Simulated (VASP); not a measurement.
# Y (P6_3/mmc) in VASP: relaxation of cell and atoms with PBEsol

Aim: the relaxation of cell and atoms of Y with PBEsol.

Everything below comes from runs of VASP 6.6.1. Logs are shortened: lines on timing, memory, paths and dates and some standing lists are left out, and cuts for length are marked.

### Step 1. The cell of the first run

The structure is hexagonal, space group P6_3/mmc (No. 194). Conventional cell: a = 3.252 Å, b = 3.252 Å, c = 10.569 Å, α = 90.00°, β = 90.00°, γ = 120.00°. Within 4.3 Å of Y (site symmetry -3m) lie 12 Y at 3.24 to 3.25 Å. Within 4.3 Å of Y (site symmetry -6m2) lie 12 Y at 3.24 to 3.25 Å.

### Step 2. Relaxation of cell and atoms, PBEsol, target pressure 15 GPa, at which the enthalpy is minimised

Input file INCAR:

```
  PREC = Accurate
  ENCUT = 600
  EDIFF = 1E-7
  ISMEAR = -1
  SIGMA = 0.05
  LREAL = F
  LASPH = T
  NELM = 100
  ALGO = Normal
  ISIF = 3
  LWAVE = F
  LCHARG = F
  GGA = PS
  IBRION = 2
  NSW = 60
  EDIFFG = -0.005
  PSTRESS = 150.0
```

Input file KPOINTS:

```
regular mesh
0
Gamma
  11 11 3
```

Input file POSCAR:

```
Y
1.0
    3.2520917774      0.0000000000      0.0000000000
   -1.6260458887      2.8163940947      0.0000000000
    0.0000000000      0.0000000000     10.5692982767
Y
4
Direct
    0.0000000000      0.0000000000      0.0000000000
    0.0000000000      0.0000000000      0.5000000000
    0.3333333333      0.6666666667      0.2500000000
    0.6666666667      0.3333333333      0.7500000000
```

Potentials or basis: VASP PAW PBE potentials, release 64 (Y_sv).

Started as:

```bash
$ cat potpaw_PBE.64/Y_sv/POTCAR > POTCAR
$ mpirun -np 1 vasp_std > vasp.out
```

OUTCAR:

```text
PREC = Accurate
   ENCUT = 600
   EDIFF = 1E-7
   ISMEAR = -1
   LREAL = F
   LASPH = T
   NELM = 100
   ISIF = 3
   GGA = PS
   IBRION = 2
   NSW = 60
   EDIFFG = -0.005
   PSTRESS = 150.0

 ion  position               nearest neighbor table
   1  0.000  0.000  0.000-   3 3.24   4 3.24   4 3.24   3 3.24   4 3.24   3 3.24
   2  0.000  0.000  0.500-   3 3.24   4 3.24   4 3.24   3 3.24   4 3.24   3 3.24
   3  0.333  0.667  0.250-   1 3.24   2 3.24   1 3.24   2 3.24   1 3.24   2 3.24
   4  0.667  0.333  0.750-   1 3.24   2 3.24   1 3.24   2 3.24   1 3.24   2 3.24

  LATTYP: Found a hexagonal cell.
 ALAT       =     3.2520917774
 C/A-ratio  =     3.2500000000

  Lattice vectors:

 A1 = (   3.2520917774,   0.0000000000,   0.0000000000)
 A2 = (  -1.6260458887,   2.8163940947,   0.0000000000)
 A3 = (   0.0000000000,   0.0000000000,  10.5692982767)

Analysis of symmetry for initial positions (statically):
=====================================================================
 Subroutine PRICEL returns:
 Original cell was already a primitive cell.

 Routine SETGRP: Setting up the symmetry group for a
 hexagonal supercell.

 Subroutine GETGRP returns: Found 24 space group operations
 (whereof 12 operations were pure point group operations)
 out of a pool of 24 trial point group operations.

The static configuration has the point symmetry D_3d.
 The point group associated with its full space group is D_6h.

Analysis of symmetry for dynamics (positions and initial velocities):
=====================================================================
 Subroutine PRICEL returns:
 Original cell was already a primitive cell.

 Routine SETGRP: Setting up the symmetry group for a
 hexagonal supercell.

 Subroutine GETGRP returns: Found 24 space group operations
 (whereof 12 operations were pure point group operations)
 out of a pool of 24 trial point group operations.

The dynamic configuration has the point symmetry D_3d.
 The point group associated with its full space group is D_6h.

 Subroutine INISYM returns: Found 24 space group operations
 (whereof 12 operations are pure point group operations),
 and found     1 'primitive' translations

----------------------------------------------------------------------------------------

[... 93 lines left out ...]
   LASPH  =      T    aspherical Exc in radial PAW
   ENCUT  =  600.0 eV  44.10 Ry    6.64 a.u.   6.50  6.50 21.11*2*pi/ulx,y,z
   NELM   =    100;   NELMIN=  2; NELMDL= -5     # of ELM steps
   EDIFF  = 0.1E-06   stopping-criterion for ELM
   LREAL  =      F    real-space projection
   EDIFFG = -.5E-02   stopping-criterion for IOM
   NSW    =     60    number of steps for IOM
   IBRION =      2    ionic relax: 0-MD 1-quasi-New 2-CG
   NFREE  =      1    steps in history (QN), initial steepest desc. (CG)
   ISIF   =      3    stress and relaxation
   ISYM   =      2    0-nonsym 1-usesym 2-fastsym
   POTIM  = 0.5000    time-step for ionic-motion
   TEBEG  =    0.0;   TEEND  =   0.0 temperature during run
   PSTRESS=  150.0 pullay stress
   NELECT =      44.0000    total number of electrons
   NUPDOWN=      -1.0000    fix difference up-down
   EMIN   =  10.00;   EMAX   =-10.00  energy-range for DOS
   EFERMI =   0.00;   METHOD = LEGACY
   ISMEAR =    -1;   SIGMA  =   0.05  broadening in eV -4-tet -1-fermi 0-gaus
   EFERMI_NEDOS =   21; number of points for ismear=-14 and -15
   IALGO  =     38    algorithm
   IMIX   =      4    mixing-type and parameters
     AMIX     =   0.40;   BMIX     =  1.00
     AMIX_MAG =   1.60;   BMIX_MAG =  1.00
  volume/ion in A,a.u.               =      24.20       163.32
  Fermi-wavevector in a.u.,A,eV,Ry     =   1.258708  2.378613 21.556328  1.584345
  Thomas-Fermi vector in A             =   2.392304
   LORBIT       =      0    0 simple, 1 ext, 2 COOP (PROOUT), +10 PAW based schemes
   GGA     = PS    functional components
   LHFCALC =     F    Hartree Fock is set to
   AEXX    =    0.0000 exact exchange contribution
   IVDW    =     0    specifies the selected vdW correction
   LEPSILON=     F    determine dielectric tensor
   LRPA    =     F    only Hartree local field effects (RPA)
 conjugate gradient relaxation of ions
 non-spin polarized calculation
  energy-cutoff  :      600.00
  volume of cell :       96.81
 maximum number of plane-waves:      3295
 NGX is ok and might be reduce to    28
   NGX = 13   NGY = 13   NGZ = 43

--------------------------------------- Ionic step        1  -------------------------------------------

 number of electron      44.0000002 magnetization

 Free energy of the ion-electron system (eV)
  ---------------------------------------------------
  ext. energy  EPLUGINS =         0.00000000
  ---------------------------------------------------
  free energy    TOTEN  =       -26.29717078 eV

  energy without entropy =      -26.26900651  energy(sigma->0) =      -26.28308864

------------------------ aborting loop because EDIFF is reached ----------------------------------------

  FORCE on cell =-STRESS in cart. coord.  units (eV):
  Direction    XX          YY          ZZ          XY          YZ          ZX
  --------------------------------------------------------------------------------------
  -------------------------------------------------------------------------------------
  Total        9.0070848      9.0070848      8.3882487      0.0000000     -0.0000000     -0.0000000
  in kB      149.0707587    149.0707587    138.8287804      0.0000000     -0.0000000     -0.0000000
  external PRESSURE =      -4.3432341 kB  Pullay stress =     150.0000000 kB
[... 147 lines left out ...]
--------------------------------------- Ionic step        5  -------------------------------------------

 number of electron      44.0000001 magnetization

 Free energy of the ion-electron system (eV)
  ---------------------------------------------------
  ext. energy  EPLUGINS =         0.00000000
  ---------------------------------------------------
  free energy    TOTEN  =       -26.25309195 eV

  energy without entropy =      -26.22465913  energy(sigma->0) =      -26.23887554

 E-fermi :   4.5474     XC(G=0): -10.8273

 val. band max:        4.5244705349   @ k =   0.2727   0.2727   0.3333
 cond. band min:       4.5487758547   @ k =   0.2727   0.2727   0.3333
 fundamental gap:      0.0243053198
 Fermi energy:         4.5473565112

 k-point     1 :       0.0000    0.0000    0.0000
  band No.  band energies     occupation
      1     -37.4461      2.00000
      2     -37.3339      2.00000
      3     -37.3188      2.00000
      4     -37.2031      2.00000
      5     -18.2496      2.00000
      6     -17.5420      2.00000
[... 685 lines left out ...]
     25       5.5929      0.00000
     26       5.7178      0.00000

 [... further k-points ...]
[... 5 lines left out ...]
  --------------------------------------------------------------------------------------
  -------------------------------------------------------------------------------------
  Total        9.0154524      9.0154524      9.0143293      0.0000000      0.0000000      0.0000000
  in kB      149.9811507    149.9811507    149.9624659      0.0000000      0.0000000      0.0000000
  external PRESSURE =      -0.0250775 kB  Pullay stress =     150.0000000 kB
[... 23 lines left out ...]
  energy  without entropy=      -26.2246591263  energy(sigma->0) =      -26.23887554

  enthalpy is  TOTEN    =       -17.2365064881 eV   P V=        9.0165854628

 reached required accuracy - stopping structural energy minimisation
```

It took 4.2 min on 1 thread of Intel Xeon Platinum 8559C (Emerald Rapids), shared host; peak memory 0.31 GiB.

Results:

```
Free energy                                                : -26.2531 eV
Relaxed volume                                             : 24.08 Å³/atom
Relaxed cell                                               : a = 3.256 Å, b = 3.256 Å, c = 10.487 Å, α = 90.00°, β = 90.00°, γ = 120.00°
Space group after relaxing (to 0.1 Å)                      : P6_3/mmc (No. 194)
Energy change on relaxing (the run minimises the enthalpy) : +11.0 meV/atom
Ionic steps                                                : 5
Pressure after relaxing                                    : 15.0 GPa
Band gap on the k mesh                                     : zero (bands 22 and 23 overlap by 1.80 eV)
```

Step by step:
```csv
step,energy change (eV),largest force (eV/Å),pressure (GPa),volume (Å³)
1,0.0000,0.0000,14.57,96.81
2,0.0839,0.0000,15.37,95.89
3,0.0651,0.0000,15.20,96.09
4,0.0414,0.0000,14.97,96.34
5,0.0441,0.0000,15.00,96.31
```

Final structure:
```
Y
1.0
     3.25646    0.00000    0.00000
    -1.62823    2.82018    0.00000
     0.00000    0.00000   10.48670
Y
4
Direct
  0.00000 0.00000 0.00000
  0.00000 0.00000 0.50000
  0.33333 0.66667 0.25000
  0.66667 0.33333 0.75000
```

Levels at points of the mesh, in eV from the Fermi level:
```csv
k point,band 19,band 20,band 21,band 22,band 23,band 24,band 25,band 26
"(0.00, 0.00, 0.00)",-3.24,-2.39,0.93,0.99,1.80,1.80,1.89,1.89
```

Caveat: the cell is relaxed towards a set pressure, so the run minimises the enthalpy, not the energy; the PAW data sets were made with another functional, which shifts forces and pressure a little.
